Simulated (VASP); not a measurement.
# C (Fmmm) in VASP: notebook

C is run at these levels: r2SCAN; tasks: single point.

All numbers are computed with VASP 6.6.1; they aren't measurements. Logs are shortened: lines on timing, memory, paths and dates and some standing lists are left out, and cuts for length are marked.

## Step 1: The cell of the first run

It takes space group Fmmm (No. 69, orthorhombic). Conventional cell: a = 2.593 Å, b = 4.491 Å, c = 6.008 Å, α = 90.00°, β = 90.00°, γ = 90.00°. C (site symmetry m2m) has 3 C at 1.50 Å within 2.0 Å.

## Step 2: Single point, r2SCAN

POSCAR reads:

```
C
1.0
    0.0000000000      2.2454041173      3.0042176949
    1.2963593117      0.0000000000      3.0042176949
    1.2963593117      2.2454041173      0.0000000000
C
2
Direct
    0.1666700000      0.8333300000      0.1666700000
    0.8333300000      0.1666700000      0.8333300000
```

INCAR.step1 reads:

```
SYSTEM = C
PREC = Accurate
ENCUT = 520
ISMEAR = 0
SIGMA = 0.05
LREAL = .FALSE.
LASPH = .TRUE.
NELM = 100
NBANDS = 11
GGA = PE
ALGO = Normal
EDIFF = 1E-4
LWAVE = .TRUE.
LCHARG = .FALSE.
```

INCAR.step2 reads:

```
SYSTEM = C
PREC = Accurate
ENCUT = 520
EDIFF = 1E-6
ISMEAR = 0
SIGMA = 0.05
LREAL = .FALSE.
LASPH = .TRUE.
NELM = 100
ALGO = Normal
ISIF = 2
LWAVE = .FALSE.
LCHARG = .FALSE.
METAGGA = R2SCAN
LMIXTAU = .TRUE.
NBANDS = 11
ISTART = 1
```

KPOINTS reads:

```
Automatic mesh
0
G
  14 14 14
  0 0 0
```

Potentials or basis: VASP PAW PBE potentials, release 64 (C).

Started as:

```bash
> cat potpaw_PBE.64/C/POTCAR > POTCAR
> cp INCAR.step1 INCAR
> mpirun -np 1 vasp_std > vasp.out
> cp INCAR.step2 INCAR
> mpirun -np 1 vasp_std > vasp.out
```

OUTCAR:

```text
SYSTEM = C
   PREC = Accurate
   ENCUT = 520
   EDIFF = 1E-6
   ISMEAR = 0
   LREAL = .FALSE.
   LASPH = .TRUE.
   NELM = 100
   ISIF = 2
   METAGGA = R2SCAN
   ISTART = 1

 ion  position               nearest neighbor table
   1  0.167  0.833  0.167-   2 1.50   2 1.50   2 1.50
   2  0.833  0.167  0.833-   1 1.50   1 1.50   1 1.50

  LATTYP: Found a face centered orthorhombic cell.
 ALAT       =     2.5927186234
 B/A-ratio  =     1.7320846906
 C/A-ratio  =     2.3174267102

  Lattice vectors:

 A1 = (   0.0000000000,   2.2454041173,   3.0042176949)
 A2 = (   1.2963593117,   0.0000000000,   3.0042176949)
 A3 = (   1.2963593117,   2.2454041173,   0.0000000000)

Analysis of symmetry for initial positions (statically):
=====================================================================
 Subroutine PRICEL returns:
 Original cell was already a primitive cell.

 Routine SETGRP: Setting up the symmetry group for a
 face centered orthorhombic supercell.

 Subroutine GETGRP returns: Found  8 space group operations
 (whereof  8 operations were pure point group operations)
 out of a pool of  8 trial point group operations.

The static configuration has the point symmetry D_2h.

Analysis of symmetry for dynamics (positions and initial velocities):
=====================================================================
 Subroutine PRICEL returns:
 Original cell was already a primitive cell.

 Routine SETGRP: Setting up the symmetry group for a
 face centered orthorhombic supercell.

 Subroutine GETGRP returns: Found  8 space group operations
 (whereof  8 operations were pure point group operations)
 out of a pool of  8 trial point group operations.

The dynamic configuration has the point symmetry D_2h.

 Subroutine INISYM returns: Found  8 space group operations
 (whereof  8 operations are pure point group operations),
 and found     1 'primitive' translations

----------------------------------------------------------------------------------------

                                     Primitive cell

  volume of cell :      17.4897

  direct lattice vectors                    reciprocal lattice vectors
     0.000000000  2.245404117  3.004217695    -0.385695536  0.222677066  0.166432679
     1.296359312  0.000000000  3.004217695     0.385695536 -0.222677066  0.166432679
     1.296359312  2.245404117  0.000000000     0.385695536  0.222677066 -0.166432679

  length of vectors
[... 89 lines left out ...]
   ISYM   =      2    0-nonsym 1-usesym 2-fastsym
   POTIM  = 0.5000    time-step for ionic-motion
   TEBEG  =    0.0;   TEEND  =   0.0 temperature during run
   PSTRESS=    0.0 pullay stress
   NELECT =       8.0000    total number of electrons
   NUPDOWN=      -1.0000    fix difference up-down
   EMIN   =  10.00;   EMAX   =-10.00  energy-range for DOS
   EFERMI =   0.00;   METHOD = LEGACY
   ISMEAR =     0;   SIGMA  =   0.05  broadening in eV -4-tet -1-fermi 0-gaus
   EFERMI_NEDOS =   21; number of points for ismear=-14 and -15
   IALGO  =     38    algorithm
   IMIX   =      4    mixing-type and parameters
     AMIX     =   0.40;   BMIX     =  1.00
     AMIX_MAG =   1.60;   BMIX_MAG =  1.00
  volume/ion in A,a.u.               =       8.74        59.01
  Fermi-wavevector in a.u.,A,eV,Ry     =   1.261376  2.383654 21.647797  1.591068
  Thomas-Fermi vector in A             =   2.394838
   LORBIT       =      0    0 simple, 1 ext, 2 COOP (PROOUT), +10 PAW based schemes
   METAGGA = R2SCAN    functional components
   LHFCALC =     F    Hartree Fock is set to
   AEXX    =    0.0000 exact exchange contribution
   IVDW    =     0    specifies the selected vdW correction
   LEPSILON=     F    determine dielectric tensor
   LRPA    =     F    only Hartree local field effects (RPA)
 non-spin polarized calculation
 Gauss-broadening in eV      SIGMA  =   0.05
  energy-cutoff  :      520.00
  volume of cell :       17.49
 maximum number of plane-waves:       484
   NGX = 13   NGY = 13   NGZ =  9

 number of electron       7.9999999 magnetization

 Free energy of the ion-electron system (eV)
  ---------------------------------------------------
  ext. energy  EPLUGINS =         0.00000000
  ---------------------------------------------------
  free energy    TOTEN  =       -19.42611933 eV

  energy without entropy =      -19.42597750  energy(sigma->0) =      -19.42604841

 E-fermi :   5.0664     XC(G=0): -11.5211

 val. band max:        5.0652018735   @ k =  -0.0714   0.2143   0.2857
 cond. band min:       5.0817853011   @ k =   0.4286  -0.2143   0.3571
 fundamental gap:      0.0165834276
 Fermi energy:         5.0663959385

 k-point     1 :       0.0000    0.0000    0.0000
  band No.  band energies     occupation
      1     -15.1024      2.00000
      2      -0.2968      2.00000
      3       1.5239      2.00000
      4       1.6230      2.00000
      5      11.2495      0.00000
      6      12.4036      0.00000
      7      12.6396      0.00000
      8      14.5308      0.00000
      9      15.0424      0.00000
     10      26.7168      0.00000
     11      29.7704      0.00000
[... 309 lines left out ...]
 k-point    24 :       0.2857    0.1429    0.0000
  band No.  band energies     occupation
      1     -14.3832      2.00000
      2      -1.3598      2.00000
      3      -0.2275      2.00000
      4       0.7457      2.00000
      5      12.3256      0.00000
      6      13.6547      0.00000
      7      14.2894      0.00000
      8      14.6456      0.00000
      9      15.7679      0.00000
     10      26.6362      0.00000
     11      28.3383      0.00000

 [... further k-points ...]

------------------------ aborting loop because EDIFF is reached ----------------------------------------

  FORCE on cell =-STRESS in cart. coord.  units (eV):
  Direction    XX          YY          ZZ          XY          YZ          ZX
  --------------------------------------------------------------------------------------
  -------------------------------------------------------------------------------------
  Total       -6.6118963     -6.7777989      1.1755281      0.0000000      0.0000000      0.0000000
  in kB     -605.6968459   -620.8947086    107.6867545      0.0000000      0.0000000      0.0000000
  external PRESSURE =    -372.9682667 kB  Pullay stress =       0.0000000 kB

 VOLUME and BASIS-vectors are now :
 -----------------------------------------------------------------------------
  energy-cutoff  :      520.00
  volume of cell :       17.49
      direct lattice vectors                 reciprocal lattice vectors
     0.000000000  2.245404117  3.004217695    -0.385695536  0.222677066  0.166432679
     1.296359312  0.000000000  3.004217695     0.385695536 -0.222677066  0.166432679
     1.296359312  2.245404117  0.000000000     0.385695536  0.222677066 -0.166432679

 POSITION                                       TOTAL-FORCE (eV/Angst)
 -----------------------------------------------------------------------------------
      1.29636      0.74848      3.00422         0.000000      0.017604      0.000000
      1.29636      3.74233      3.00422         0.000000     -0.017604      0.000000
 -----------------------------------------------------------------------------------
    total drift:                               -0.000000     -0.000000     -0.000000

  FREE ENERGIE OF THE ION-ELECTRON SYSTEM (eV)
  ---------------------------------------------------
  free  energy   TOTEN  =       -19.4261193257 eV

  energy  without entropy=      -19.4259775022  energy(sigma->0) =      -19.42604841
```

Wall time 4.2 min (1 thread of Intel Xeon Platinum 8259CL at 2.50GHz (Skylake/Cascade Lake), shared host); peak memory 0.18 GiB.

What came out:

```
Free energy            : -19.4261 eV
Pressure               : -37.3 GPa
Largest force          : 0.018 eV/Å
Band gap on the k mesh : zero (band 4 reaches 5.08 eV, above the bottom of band 5 at 4.96 eV)
```

Forces in eV/Å, atoms in the order of the input:
```
C    0.000  0.018  0.000
C    0.000 -0.018  0.000
```

Caveat: the PAW data sets were made with another functional, which shifts forces and pressure a little.

## Step 3: Single point, r2SCAN

This run uses another cell than the first one, of the same volume but with other edges.

POSCAR reads:

```
C
1.0
    0.0000000000      1.9488857157      3.9879314476
    1.1251676816      0.0000000000      3.9879314476
    1.1251676816      1.9488857157      0.0000000000
C
2
Direct
    0.1666700000      0.8333300000      0.1666700000
    0.8333300000      0.1666700000      0.8333300000
```

INCAR.step1 reads:

```
SYSTEM = C
ALGO = Normal ; EDIFF = 1E-4
ENCUT = 520 ; GGA = PE
ISMEAR = 0 ; LASPH = .TRUE.
LCHARG = .FALSE. ; LREAL = .FALSE.
LWAVE = .TRUE. ; NBANDS = 11
NELM = 100 ; PREC = Accurate
SIGMA = 0.05
```

INCAR.step2 reads:

```
SYSTEM = C
ALGO = Normal ; EDIFF = 1E-7
ENCUT = 520 ; ISIF = 2
ISMEAR = 0 ; ISTART = 1
LASPH = .TRUE. ; LCHARG = .FALSE.
LMIXTAU = .TRUE. ; LREAL = .FALSE.
LWAVE = .FALSE. ; METAGGA = R2SCAN
NBANDS = 11 ; NELM = 100
PREC = Accurate ; SIGMA = 0.05
```

KPOINTS reads:

```
k-points
0
G
  14 14 14
  0 0 0
```

Potentials or basis: VASP PAW PBE potentials, release 64 (C).

Started as:

```bash
> cat potpaw_PBE.64/C/POTCAR > POTCAR
> cp INCAR.step1 INCAR
> mpirun -np 1 vasp_std > vasp.out
> cp INCAR.step2 INCAR
> mpirun -np 1 vasp_std > vasp.out
```

Wall time 5.8 min (1 thread of Intel Xeon Platinum 8259CL at 2.50GHz (Skylake/Cascade Lake), shared host); peak memory 0.2 GiB.

The run converged. Its results:

```
Free energy            : -18.6143 eV
Pressure               : 91.5 GPa
Band gap on the k mesh : 1.33 eV, indirect (least direct gap 1.41 eV)
```

Stress tensor (GPa, compression positive):
```
137.97   0.00   0.00
  0.00 137.93   0.00
  0.00   0.00  -1.27
```

Levels at points of the mesh, in eV from the valence-band top:
| k point | band 2 | band 3 | band 4 | band 5 | band 6 | band 7 |
| --- | --- | --- | --- | --- | --- | --- |
| (0.00, 0.00, 0.00) | -9.22 | -2.42 | -2.41 | 2.85 | 11.22 | 11.23 |
| (0.50, 0.00, 0.00) | -15.39 | -7.01 | -2.50 | 2.48 | 11.29 | 13.47 |
| (0.50, 0.50, 0.00) | -9.86 | -2.42 | -2.41 | 6.95 | 11.22 | 11.23 |
| (0.50, 0.00, 0.50) | -15.40 | -7.00 | -2.29 | 2.85 | 11.29 | 12.18 |
| (0.00, 0.50, 0.50) | -15.37 | -7.01 | -2.70 | 2.16 | 11.25 | 15.13 |

Caveat: the PAW data sets were made with another functional, which shifts forces and pressure a little.
